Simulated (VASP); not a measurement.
Ru:

```
Ru
1.0
     4.24692    0.00000    0.00000
    -2.12346    3.67794    0.00000
     0.00000    0.00000    2.60336
Ru
3
Direct
  0.00000 0.00000 0.00000
  0.33333 0.66667 0.50000
  0.66667 0.33333 0.50000
```

This isn't the form of Ru at room conditions, which is hcp.

| Item | Value |
| --- | --- |
| Program | VASP 6.6.1 |
| Task | relaxation of cell and atoms |
| Functional | RPBE |
| Potentials or basis | VASP PAW PBE potentials, release 64 (Ru_pv) |
| Cutoff | 600 eV |
| k mesh | 9 × 9 × 12 |
| Occupations | fermi-dirac, width 0.1 eV |
| Spin | no spin polarisation |

At the start: pressure 17.2 GPa; volume 13.55 Å³/atom.

Question: Where does the relaxation end?

Answer: Over 10 steps the energy falls by 45.7 meV/atom and the volume is 14.33 Å³/atom (+5.7 %); space group P6/mmm (No. 191, to 0.1 Å) before and after.

The path:
| step | energy change (eV) | largest force (eV/Å) | pressure (GPa) | volume (Å³) |
| --- | --- | --- | --- | --- |
| 1 | 0.0000 | 0.0000 | 17.19 | 40.66 |
| 2 | 0.5560 | 0.0000 | -28.01 | 49.81 |
| 3 | -0.1296 | 0.0000 | -1.65 | 43.20 |
| 4 | -0.1301 | 0.0000 | -0.83 | 43.07 |
| 5 | -0.1301 | 0.0000 | -0.51 | 43.02 |
| 6 | -0.1351 | 0.0000 | 0.93 | 42.87 |
| 7 | -0.1372 | 0.0000 | 0.38 | 42.92 |
| 8 | -0.1371 | 0.0000 | 0.39 | 42.92 |
| 9 | -0.1370 | 0.0000 | -0.66 | 43.09 |
| 10 | -0.1372 | 0.0000 | 0.03 | 42.98 |

Final structure:
```xyz
3
Lattice="4.2897 0.0000 0.0000 -2.1448 3.7150 0.0000 0.0000 0.0000 2.6970" Properties=species:S:1:pos:R:3 pbc="T T T"
Ru    0.0000    0.0000    2.6970
Ru    0.0000    2.4766    1.3485
Ru    2.1448    1.2383    1.3485
```

Caveat: the PAW data sets were made with another functional, which shifts forces and pressure a little.
